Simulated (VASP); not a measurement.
TaN: single point with PBE

TaN:

```
CELL_PARAMETERS angstrom
3.05000 0.00000 0.00000
-1.52500 2.64138 0.00000
0.00000 0.00000 4.94000
ATOMIC_POSITIONS crystal
Ta 0.33333 0.66667 0.00000
Ta 0.66667 0.33333 0.50000
N 0.33333 0.66667 0.38500
N 0.66667 0.33333 0.88500
```

```json
{
  "Program": "VASP 6.6.1",
  "Task": "single point",
  "Functional": "PBE",
  "Potentials or basis": "VASP PAW PBE potentials, release 64 (Ta_pv, N)",
  "Cutoff": "520 eV",
  "k mesh": "9 × 9 × 6",
  "Occupations": "gaussian, width 0.1 eV",
  "Spin": "no spin polarisation",
  "Dipole correction": "no",
  "Further INCAR settings": "ALGO = Normal; EDIFF = 1e-07; NBANDS = 24"
}
```

```yaml
Pressure: 140.2 GPa
Largest_force: 2.450 eV/Å
Band_gap_on_the_k_mesh: zero (bands 16 and 17 overlap by 2.86 eV)
```

Forces in eV/Å, atoms in the order of the input:
```
Ta   0.000  0.000  2.450
Ta   0.000  0.000  2.450
N    0.000  0.000 -2.450
N    0.000  0.000 -2.450
```

Stress tensor (GPa, compression positive):
```
148.78   0.00   0.00
  0.00 148.78   0.00
  0.00   0.00 122.90
```

Levels at points of the mesh, in eV from the Fermi level:
```
           k point  band 12  band 13  band 14  band 15  band 16  band 17  band 18  band 19  band 20  band 21
(0.00, 0.00, 0.00)    -7.87    -7.87    -7.54    -0.81    -0.81    -0.34     2.17     2.69     2.69     4.58
(0.00, 0.00, 0.50)    -8.45    -8.45    -8.45     1.23     1.23     1.23     1.23     1.88     1.88     6.74
```

Wall time 58 s on 1 thread of Intel Xeon 8259CL, with other jobs on the host, peak memory 0.19 GiB.

Caveat: the cell stands under pressure; spin-orbit coupling is left out, which moves the levels of the heavy elements; forces of over 1 eV/Å act on the atoms, so gaps and moduli don't describe the material at rest.
